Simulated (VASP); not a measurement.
A run of VASP 6.6.1 is set up as follows.

INCAR

```
SYSTEM = GaN
ALGO     = Normal         ! electronic algorithm
EDIFF    = 1E-7           ! SCF threshold, eV
EDIFFG   = -0.01          ! ionic threshold
ENCUT    = 600            ! plane-wave cutoff, eV
GGA      = PE             ! functional
IBRION   = 2              ! ionic algorithm
ISIF     = 3              ! what is computed and relaxed
ISMEAR   = -1             ! smearing method
IVDW     = 13             ! dispersion correction
LASPH    = .TRUE.         ! aspherical terms in the spheres
LCHARG   = .FALSE.        ! write CHGCAR
LREAL    = .FALSE.        ! projectors in reciprocal space
LWAVE    = .FALSE.        ! write WAVECAR
NELM     = 80             ! most SCF steps
NSW      = 60             ! ionic steps
PREC     = Accurate       ! precision mode
SIGMA    = 0.05           ! smearing width, eV
```

The input KPOINTS:

```
k-points
0
G
  10 10 10
  0 0 0
```

Contents of POSCAR:

```
GaN
1.0
    0.0000000000      2.2535006075      2.2535006075
    2.2535006075      0.0000000000      2.2535006075
    2.2535006075      2.2535006075      0.0000000000
Ga N
1 1
Direct
    0.0000000000      0.0000000000      0.0000000000
    0.2500000000      0.2500000000      0.2500000000
```

Potentials or basis: VASP PAW PBE potentials, release 64 (Ga_d, N).

Run with:

```console
$ cat potpaw_PBE.64/Ga_d/POTCAR potpaw_PBE.64/N/POTCAR > POTCAR
$ mpirun -np 1 vasp_std > vasp.out
```

Question: Predict the space group after relaxing (to 0.05 Å).

Answer: F-43m (No. 216).

Question: What does it give for the dispersion energy per atom?

Answer: -0.402 eV.

The path:
```tsv
step	energy change (eV)	largest force (eV/Å)	pressure (GPa)	volume (Å³)
1	0.0000	0.0000	-0.74	22.89
2	-0.0001	0.0000	0.66	22.71
3	-0.0002	0.0000	-0.07	22.79
```
